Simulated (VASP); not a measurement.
A run of VASP 6.6.1:

Contents of POSCAR:

```
GaN
1.0
    0.0000000000      2.1085152350      2.1085152350
    2.1085152350      0.0000000000      2.1085152350
    2.1085152350      2.1085152350      0.0000000000
Ga N
1 1
Direct
    0.0000000000      0.0000000000      0.0000000000
    0.5000000000      0.5000000000      0.5000000000
```

INCAR.step1

```
SYSTEM = GaN
PREC = Accurate
ENCUT = 660
ISMEAR = 0
SIGMA = 0.01
LREAL = .FALSE.
LASPH = .TRUE.
NELM = 120
NBANDS = 16
GGA = PE
ALGO = Normal
EDIFF = 1E-5
LWAVE = .TRUE.
LCHARG = .FALSE.
GGA_COMPAT = .FALSE.
```

The input INCAR.step2:

```
SYSTEM = GaN
PREC = Accurate
ENCUT = 660
EDIFF = 1E-6
ISMEAR = 0
SIGMA = 0.01
LREAL = .FALSE.
LASPH = .TRUE.
NELM = 120
ALGO = Normal
ISIF = 2
LWAVE = .FALSE.
LCHARG = .TRUE.
METAGGA = R2SCAN
LMIXTAU = .TRUE.
LELF = .TRUE.
LVHAR = .TRUE.
NBANDS = 16
ISTART = 1
GGA_COMPAT = .FALSE.
```

The input KPOINTS:

```
regular mesh
0
G
  8 8 8
  0 0 0
```

Potentials or basis: VASP PAW PBE potentials, release 64 (Ga_d, N).

Command:

```console
$ cat potpaw_PBE.64/Ga_d/POTCAR potpaw_PBE.64/N/POTCAR > POTCAR
$ cp INCAR.step1 INCAR
$ mpirun -np 1 vasp_std > vasp.out
$ cp INCAR.step2 INCAR
$ mpirun -np 1 vasp_std > vasp.out
```

Hardware: 1 thread of Intel(R) Xeon(R) 6975P-C (Granite Rapids) (shared host).

How long does it take, and how much memory?

It took 30 s on 1 thread of Intel(R) Xeon(R) 6975P-C (Granite Rapids), on a shared host, peak memory 0.17 GiB. Counts: k points 29.
